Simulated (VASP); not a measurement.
# NaC8 (P6/mmm) in VASP: a series of runs

The runs below take NaC8 through single point, relaxation of cell and atoms, with PBE+D3(BJ).

Program: VASP 6.6.1. These are calculated values, not measurements. Logs are shortened: lines on timing, memory, paths and dates and some standing lists are left out, and cuts for length are marked.

### Step 1. The cell of the first run

It takes space group P6/mmm (No. 191, hexagonal). The conventional cell has a = 4.977 Å, b = 4.977 Å, c = 4.473 Å, α = 90.00°, β = 90.00°, γ = 120.00°. Within 3.5 Å of Na (site symmetry 6/mmm) lie 12 C at 2.66 Å. Within 1.9 Å of C (site symmetry mm2) lie 3 C at 1.43 to 1.44 Å. Within 1.9 Å of C (site symmetry -6m2) lie 3 C at 1.43 Å.

### Step 2. Single point, PBE+D3(BJ)

INCAR

```
PREC     = Accurate       # precision mode
ENCUT    = 520            # plane-wave cutoff, eV
EDIFF    = 1E-6           # SCF threshold, eV
ISMEAR   = 0              # smearing method
SIGMA    = 0.1            # smearing width, eV
LREAL    = F              # projectors in reciprocal space
LASPH    = T              # aspherical terms in the spheres
NELM     = 100            # most SCF steps
ALGO     = Normal         # electronic algorithm
ISIF     = 2              # what is computed and relaxed
LWAVE    = F              # write WAVECAR
LCHARG   = F              # write CHGCAR
GGA      = PE             # functional
IVDW     = 12             # dispersion correction
NBANDS   = 30             # bands
```

KPOINTS

```
regular mesh
0
Gamma
  6 6 6
```

POSCAR

```
NaC8
1.0
    4.9770354186      0.0000000000      0.0000000000
   -2.4885177093      4.3102391081      0.0000000000
    0.0000000000      0.0000000000      4.4733287909
Na C
1 8
Direct
    0.0000000000      0.0000000000      0.5000000000
    0.3346764184      0.1673382092      0.0000000000
    0.3333333333      0.6666666667      0.0000000000
    0.8326617908      0.1673382092      0.0000000000
    0.8326617908      0.6653235816      0.0000000000
    0.1673382092      0.3346764184      0.0000000000
    0.1673382092      0.8326617908      0.0000000000
    0.6666666667      0.3333333333      0.0000000000
    0.6653235816      0.8326617908      0.0000000000
```

Potentials or basis: VASP PAW PBE potentials, release 64 (Na_pv, C).

Started as:

```bash
> cat potpaw_PBE.64/Na_pv/POTCAR potpaw_PBE.64/C/POTCAR > POTCAR
> mpirun -np 1 vasp_std > vasp.out
```

OUTCAR:

```text
PREC = Accurate
   ENCUT = 520
   EDIFF = 1E-6
   ISMEAR = 0
   LREAL = F
   LASPH = T
   NELM = 100
   ISIF = 2
   GGA = PE
   IVDW = 12
 IVDW          = 12

 ion  position               nearest neighbor table
   1  0.000  0.000  0.500-
   2  0.335  0.167  0.000-   8 1.43   6 1.44   7 1.44
   3  0.333  0.667  0.000-   7 1.43   9 1.43   6 1.43
   4  0.833  0.167  0.000-   8 1.43   6 1.44   9 1.44
   5  0.833  0.665  0.000-   8 1.43   7 1.44   9 1.44
   6  0.167  0.335  0.000-   3 1.43   4 1.44   2 1.44
   7  0.167  0.833  0.000-   3 1.43   5 1.44   2 1.44
   8  0.667  0.333  0.000-   4 1.43   2 1.43   5 1.43
   9  0.665  0.833  0.000-   3 1.43   5 1.44   4 1.44

  LATTYP: Found a hexagonal cell.
 ALAT       =     4.9770354186
 C/A-ratio  =     0.8987938431

  Lattice vectors:

 A1 = (   4.9770354186,   0.0000000000,   0.0000000000)
 A2 = (  -2.4885177093,   4.3102391081,   0.0000000000)
 A3 = (   0.0000000000,   0.0000000000,   4.4733287909)

Analysis of symmetry for initial positions (statically):
=====================================================================
 Subroutine PRICEL returns:
 Original cell was already a primitive cell.

 Routine SETGRP: Setting up the symmetry group for a
 hexagonal supercell.

 Subroutine GETGRP returns: Found 24 space group operations
 (whereof 24 operations were pure point group operations)
 out of a pool of 24 trial point group operations.

The static configuration has the point symmetry D_6h.

Analysis of symmetry for dynamics (positions and initial velocities):
=====================================================================
 Subroutine PRICEL returns:
 Original cell was already a primitive cell.

 Routine SETGRP: Setting up the symmetry group for a
 hexagonal supercell.

 Subroutine GETGRP returns: Found 24 space group operations
 (whereof 24 operations were pure point group operations)
 out of a pool of 24 trial point group operations.

The dynamic configuration has the point symmetry D_6h.

 Subroutine INISYM returns: Found 24 space group operations
 (whereof 24 operations are pure point group operations),
 and found     1 'primitive' translations

[... 112 lines left out ...]
   IBRION =     -1    ionic relax: 0-MD 1-quasi-New 2-CG
   NFREE  =      0    steps in history (QN), initial steepest desc. (CG)
   ISIF   =      2    stress and relaxation
   ISYM   =      2    0-nonsym 1-usesym 2-fastsym
   POTIM  = 0.5000    time-step for ionic-motion
   TEBEG  =    0.0;   TEEND  =   0.0 temperature during run
   PSTRESS=    0.0 pullay stress
   NELECT =      39.0000    total number of electrons
   NUPDOWN=      -1.0000    fix difference up-down
   EMIN   =  10.00;   EMAX   =-10.00  energy-range for DOS
   EFERMI =   0.00;   METHOD = LEGACY
   ISMEAR =     0;   SIGMA  =   0.10  broadening in eV -4-tet -1-fermi 0-gaus
   EFERMI_NEDOS =   21; number of points for ismear=-14 and -15
   IALGO  =     38    algorithm
   IMIX   =      4    mixing-type and parameters
     AMIX     =   0.40;   BMIX     =  1.00
     AMIX_MAG =   1.60;   BMIX_MAG =  1.00
  volume/ion in A,a.u.               =      10.66        71.95
  Fermi-wavevector in a.u.,A,eV,Ry     =   1.212631  2.291541 20.007018  1.470474
  Thomas-Fermi vector in A             =   2.348109
   LORBIT       =      0    0 simple, 1 ext, 2 COOP (PROOUT), +10 PAW based schemes
   GGA     = PE    functional components
   LHFCALC =     F    Hartree Fock is set to
   AEXX    =    0.0000 exact exchange contribution
   IVDW    =    12    specifies the selected vdW correction
   LEPSILON=     F    determine dielectric tensor
   LRPA    =     F    only Hartree local field effects (RPA)
 non-spin polarized calculation
 Gauss-broadening in eV      SIGMA  =   0.10
  energy-cutoff  :      520.00
  volume of cell :       95.96
 maximum number of plane-waves:      2595
 NGX is ok and might be reduce to    40
   NGX = 19   NGY = 19   NGZ = 17

 number of electron      39.0000002 magnetization

 Free energy of the ion-electron system (eV)
  ---------------------------------------------------
  ext. energy  EPLUGINS =         0.00000000
  ---------------------------------------------------
  free energy    TOTEN  =       -74.95317417 eV

  energy without entropy =      -74.94430731  energy(sigma->0) =      -74.94874074

 E-fermi :   5.0633     XC(G=0):  -9.2153

 val. band max:        5.0507611193   @ k =   0.0000   0.0000   0.3333
 cond. band min:       5.0938153387   @ k =   0.1667   0.1667   0.1667
 fundamental gap:      0.0430542194
 Fermi energy:         5.0633295508

 k-point     1 :       0.0000    0.0000    0.0000
  band No.  band energies     occupation
      1     -20.7420      2.00000
      2     -20.7420      2.00000
      3     -20.7395      2.00000
      4     -15.4524      2.00000
      5     -10.3074      2.00000
      6     -10.3074      2.00000
[... 781 lines left out ...]
     29      13.0186      0.00000
     30      13.5300      0.00000

 [... further k-points ...]

------------------------ aborting loop because EDIFF is reached ----------------------------------------

 Edisp (eV)   -1.17484

 E8    (eV) :    -0.3897

  FORCE on cell =-STRESS in cart. coord.  units (eV):
  Direction    XX          YY          ZZ          XY          YZ          ZX
  --------------------------------------------------------------------------------------
  -------------------------------------------------------------------------------------
  Total       0.18397     0.18397     0.10675     0.00000     0.00000     0.00000
  in kB       3.07155     3.07155     1.78234     0.00000     0.00000     0.00000
  external pressure =        2.64 kB  Pullay stress =        0.00 kB

 VOLUME and BASIS-vectors are now :
 -----------------------------------------------------------------------------
  energy-cutoff  :      520.00
  volume of cell :       95.96
      direct lattice vectors                 reciprocal lattice vectors
     4.977035419  0.000000000  0.000000000     0.200922822  0.116002845  0.000000000
    -2.488517709  4.310239108  0.000000000     0.000000000  0.232005690  0.000000000
     0.000000000  0.000000000  4.473328791     0.000000000  0.000000000  0.223547172

 POSITION                                       TOTAL-FORCE (eV/Angst)
 -----------------------------------------------------------------------------------
      0.00000      0.00000      2.23666        -0.000000     -0.000000     -0.000000
      1.24927      0.72127      0.00000         0.002720      0.001570     -0.000000
     -0.00000      2.87349      0.00000        -0.000000     -0.000000     -0.000000
      3.72776      0.72127      0.00000        -0.002720      0.001570     -0.000000
      2.48852      2.86770      0.00000        -0.000000     -0.003141      0.000000
     -0.00000      1.44254      0.00000        -0.000000      0.003141     -0.000000
     -1.23925      3.58897      0.00000         0.002720     -0.001570      0.000000
      2.48852      1.43675      0.00000        -0.000000     -0.000000      0.000000
      1.23925      3.58897      0.00000        -0.002720     -0.001570      0.000000
 -----------------------------------------------------------------------------------
    total drift:                                0.000000     -0.000000      0.000000

  FREE ENERGIE OF THE ION-ELECTRON SYSTEM (eV)
  ---------------------------------------------------
  free  energy   TOTEN  =       -76.1280144426 eV

  energy  without entropy=      -76.1191475858  energy(sigma->0) =      -76.12358101
```

OSZICAR:

```text
N       E                     dE             d eps       ncg     rms          rms(c)
DAV:   1     0.277304418762E+03    0.27730E+03   -0.18872E+04  1680   0.129E+03
DAV:   2    -0.523338356903E+02   -0.32964E+03   -0.30983E+03  1892   0.337E+02
DAV:   3    -0.801011120421E+02   -0.27767E+02   -0.27428E+02  2110   0.102E+02
DAV:   4    -0.807833162731E+02   -0.68220E+00   -0.67870E+00  2170   0.171E+01
DAV:   5    -0.808045622275E+02   -0.21246E-01   -0.21211E-01  2338   0.289E+00    0.124E+01
DAV:   6    -0.763465879521E+02    0.44580E+01   -0.42213E+00  1974   0.117E+01    0.717E+00
DAV:   7    -0.749153864271E+02    0.14312E+01   -0.51335E+00  2126   0.103E+01    0.224E+00
DAV:   8    -0.749510320473E+02   -0.35646E-01   -0.16681E-01  1934   0.234E+00    0.327E-01
DAV:   9    -0.749511885744E+02   -0.15653E-03   -0.16198E-02  2080   0.715E-01    0.183E-01
DAV:  10    -0.749529406886E+02   -0.17521E-02   -0.16967E-03  2014   0.243E-01    0.473E-02
DAV:  11    -0.749531607081E+02   -0.22002E-03   -0.38471E-04  1992   0.103E-01    0.183E-02
DAV:  12    -0.749531738447E+02   -0.13137E-04   -0.66030E-05  2086   0.399E-02    0.843E-03
DAV:  13    -0.749531741675E+02   -0.32282E-06   -0.61652E-06  2064   0.158E-02
   1 F= -.76128014E+02 E0= -.76123581E+02  d E =-.886686E-02
```

stdout:

```text
POSCAR found type information on POSCAR NaC
 POSCAR found :  2 types and       9 ions
 scaLAPACK will be used
 LDA part: xc-table for (Slater+PW92), standard interpolation
 POSCAR, INCAR and KPOINTS ok, starting setup
 FFT: planning ... GRIDC
 FFT: planning ... GRID_SOFT
 FFT: planning ... GRID
 WAVECAR not read
 entering main loop
```

Wall time 40 s (1 thread of Intel Xeon 6975P-C (Granite Rapids), shared host); peak memory 0.25 GiB.

Results:

```yaml
Free_energy: -76.1280 eV
Pressure: 0.3 GPa
Largest_force: 0.003 eV/Å
Dispersion_energy_per_atom: -0.131 eV
```

Forces on the atoms (eV/Å):
```
Na   0.000  0.000  0.000
C    0.003  0.002  0.000
C    0.000  0.000  0.000
C   -0.003  0.002  0.000
C    0.000 -0.003  0.000
C    0.000  0.003  0.000
C    0.003 -0.002  0.000
C    0.000  0.000  0.000
C   -0.003 -0.002  0.000
```

Caveat: pairwise dispersion overbinds metals, which lowers pressure and volume.

(Continued in part 2 of 2.)
